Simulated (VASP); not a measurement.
# Ir (I4/mmm) in VASP: further runs, part 2 of 2

VASP 6.6.1. Earlier steps stand in the parts before.

### Step 5. Single point, r2SCAN (strain +0.080 along x and y, -0.080 along z)

Contents of POSCAR:

```
Ir
1.0
    0.0000000000      2.0732760000      1.7661240000
    2.0732760000      0.0000000000      1.7661240000
    2.0732760000      2.0732760000      0.0000000000
Ir
1
Direct
    0.0000000000      0.0000000000      0.0000000000
```

Contents of INCAR.step1:

```
PREC = Accurate
ENCUT = 520
ISMEAR = 0
SIGMA = 0.15
LREAL = False
LASPH = True
NELM = 60
NBANDS = 10
GGA = PE
ALGO = Normal
EDIFF = 1E-4
LWAVE = True
LCHARG = False
```

Contents of INCAR.step2:

```
PREC = Accurate
ENCUT = 520
EDIFF = 1E-6
ISMEAR = 0
SIGMA = 0.15
LREAL = False
LASPH = True
NELM = 60
ALGO = Normal
ISIF = 2
LWAVE = False
LCHARG = True
METAGGA = R2SCAN
LMIXTAU = True
LELF = True
LVHAR = True
NBANDS = 10
ISTART = 1
```

Contents of KPOINTS:

```
Automatic mesh
0
Gamma
  22 22 22
```

Potentials or basis: VASP PAW PBE potentials, release 64 (Ir).

On the command line:

```sh
cat potpaw_PBE.64/Ir/POTCAR > POTCAR
cp INCAR.step1 INCAR
mpirun -np 1 vasp_std > vasp.out
cp INCAR.step2 INCAR
mpirun -np 1 vasp_std > vasp.out
```

OUTCAR:

```text
PREC = Accurate
   ENCUT = 520
   EDIFF = 1E-6
   ISMEAR = 0
   LREAL = False
   LASPH = True
   NELM = 60
   ISIF = 2
   METAGGA = R2SCAN
   ISTART = 1

 ion  position               nearest neighbor table
   1  0.000  0.000  0.000-

  LATTYP: Found a body centered tetragonal cell.
 ALAT       =     2.9320550377
 C/A-ratio  =     1.2047004420

  Lattice vectors:

 A1 = (   0.0000000000,  -2.0732760000,  -1.7661240000)
 A2 = (   0.0000000000,   2.0732760000,  -1.7661240000)
 A3 = (   2.0732760000,   0.0000000000,   1.7661240000)

Analysis of symmetry for initial positions (statically):
=====================================================================
 Subroutine PRICEL returns:
 Original cell was already a primitive cell.

 Routine SETGRP: Setting up the symmetry group for a
 body centered tetragonal supercell.

 Subroutine GETGRP returns: Found 16 space group operations
 (whereof 16 operations were pure point group operations)
 out of a pool of 16 trial point group operations.

The static configuration has the point symmetry D_4h.

Analysis of symmetry for dynamics (positions and initial velocities):
=====================================================================
[... 165 lines left out ...]
      1      -1.7596      2.00000
      2       5.0293      2.00000
      3       5.0293      2.00000
      4       6.5495      2.00000
      5       6.7301      2.00000
      6       8.6831      1.96564
      7      24.7069      0.00000
      8      28.1626      0.00000
      9      28.1626      0.00000
     10      33.3359      0.00000
[... 287 lines left out ...]
 k-point    24 :      -0.4545    0.0455    0.0000
  band No.  band energies     occupation
      1       1.4389      2.00000
      2       4.4030      2.00000
      3       6.3018      2.00000
      4       7.9437      2.00000
      5       9.7188      0.00000
      6      10.2379      0.00000
      7      16.4572      0.00000
      8      23.6339      0.00000
      9      27.8770      0.00000
     10      31.1880      0.00000

 [... further k-points ...]

------------------------ aborting loop because EDIFF is reached ----------------------------------------

  FORCE on cell =-STRESS in cart. coord.  units (eV):
  Direction    XX          YY          ZZ          XY          YZ          ZX
  --------------------------------------------------------------------------------------
  -------------------------------------------------------------------------------------
  Total       -2.6865339     -2.6865339      1.0900675      0.0000000      0.0000000     -0.0000000
  in kB     -283.4898290   -283.4898290    115.0266722      0.0000000      0.0000000     -0.0000000
  external PRESSURE =    -150.6509952 kB  Pullay stress =       0.0000000 kB

 VOLUME and BASIS-vectors are now :
 -----------------------------------------------------------------------------
  energy-cutoff  :      520.00
  volume of cell :       15.18
      direct lattice vectors                 reciprocal lattice vectors
     0.000000000  2.073276000  1.766124000    -0.241164225  0.241164225  0.283105829
     2.073276000  0.000000000  1.766124000     0.241164225 -0.241164225  0.283105829
     2.073276000  2.073276000  0.000000000     0.241164225  0.241164225 -0.283105829

 POSITION                                       TOTAL-FORCE (eV/Angst)
 -----------------------------------------------------------------------------------
      0.00000      0.00000      0.00000         0.000000     -0.000000      0.000000
 -----------------------------------------------------------------------------------
    total drift:                                0.000000     -0.000000     -0.000000

  FREE ENERGIE OF THE ION-ELECTRON SYSTEM (eV)
  ---------------------------------------------------
  free  energy   TOTEN  =       -52.0853394802 eV

  energy  without entropy=      -52.0712170045  energy(sigma->0) =      -52.07827824
```

OSZICAR.step1:

```text
N       E                     dE             d eps       ncg     rms          rms(c)
DAV:   1     0.474891010640E+02    0.47489E+02   -0.43215E+03 16832   0.811E+02
DAV:   2    -0.822433258050E+01   -0.55713E+02   -0.52863E+02 17072   0.193E+02
DAV:   3    -0.914867397589E+01   -0.92434E+00   -0.91964E+00 19398   0.304E+01
DAV:   4    -0.915730329684E+01   -0.86293E-02   -0.86276E-02 18800   0.273E+00
DAV:   5    -0.915748353595E+01   -0.18024E-03   -0.18024E-03 19124   0.383E-01    0.128E+01
DAV:   6    -0.868177121838E+01    0.47571E+00   -0.93925E-01 18602   0.115E+01    0.522E+00
DAV:   7    -0.860902050645E+01    0.72751E-01   -0.24957E-01 19494   0.542E+00    0.162E+00
DAV:   8    -0.860453632125E+01    0.44842E-02   -0.28235E-03 18496   0.644E-01    0.615E-01
DAV:   9    -0.860371526586E+01    0.82106E-03   -0.71411E-04 19432   0.363E-01    0.150E-02
DAV:  10    -0.860372283540E+01   -0.75695E-05   -0.47448E-06  8796   0.194E-02
   1 F= -.86037228E+01 E0= -.85962356E+01  d E =-.149744E-01
```

Run time: 8.3 min. Hardware: 1 thread of Intel Xeon 8259CL, shared host; peak memory 0.25 GiB.

What came out:

```yaml
Free_energy: -52.0853 eV
Pressure: -15.1 GPa
Band_gap_on_the_k_mesh: zero (an odd number of electrons rules out a gap without spin polarisation)
```

Stress tensor (GPa, compression positive):
```
-28.35   0.00   0.00
  0.00 -28.35   0.00
  0.00   0.00  11.50
```

Levels at points of the mesh, in eV from the Fermi level:
| k point | band 1 | band 2 | band 3 | band 4 | band 5 | band 6 | band 7 | band 8 |
| --- | --- | --- | --- | --- | --- | --- | --- | --- |
| (0.00, 0.00, 0.00) | -10.67 | -3.88 | -3.88 | -2.36 | -2.18 | -0.22 | 15.80 | 19.26 |
| (0.50, 0.00, 0.00) | -7.55 | -4.59 | -2.43 | -0.34 | 0.27 | 1.50 | 7.24 | 14.48 |
| (0.50, 0.50, 0.00) | -7.13 | -6.92 | 0.84 | 1.52 | 1.52 | 4.41 | 10.15 | 10.15 |
| (0.50, 0.00, 0.50) | -7.37 | -6.45 | 0.46 | 0.55 | 0.85 | 2.07 | 8.95 | 12.53 |

Caveat: the cell differs from its parent crystal (strain +0.080 along x and y, -0.080 along z); the cell stands under tension; the PAW data sets were made with another functional, which shifts forces and pressure a little; spin-orbit coupling is left out, which moves the levels of the heavy elements.

### Step 6. Summary

| cell | gap on the mesh (eV) | pressure (GPa) |
| --- | --- | --- |
| a = 2.774, b = 2.774, c = 2.606 Å, angles 62.0, 62.0, 56.0°, 1 atom | none | 9.6 |
| a = 2.666, b = 2.666, c = 2.823 Å, angles 58.0, 58.0, 64.0°, 1 atom | none | 9.2 |
| a = 2.717, b = 2.717, c = 2.823 Å, angles 58.7, 58.7, 62.6°, 1 atom | none | -8.2 |
| a = 2.724, b = 2.724, c = 2.932 Å, angles 57.4, 57.4, 65.1°, 1 atom | none | -15.1 |

Alike in all rows: task single point; level r2SCAN; potentials or basis VASP PAW PBE potentials, release 64 (Ir); no spin polarisation; k mesh 22 × 22 × 22; cutoff (eV) 520; smearing gaussian 0.15 eV.

Caveats: the PAW data sets were made with another functional, which shifts forces and pressure a little; spin-orbit coupling is left out, which moves the levels of the heavy elements; the cell stands under pressure (at least some runs); the cell stands under tension (at least some runs).

Absolute energies hang on the potentials; compare differences alone.
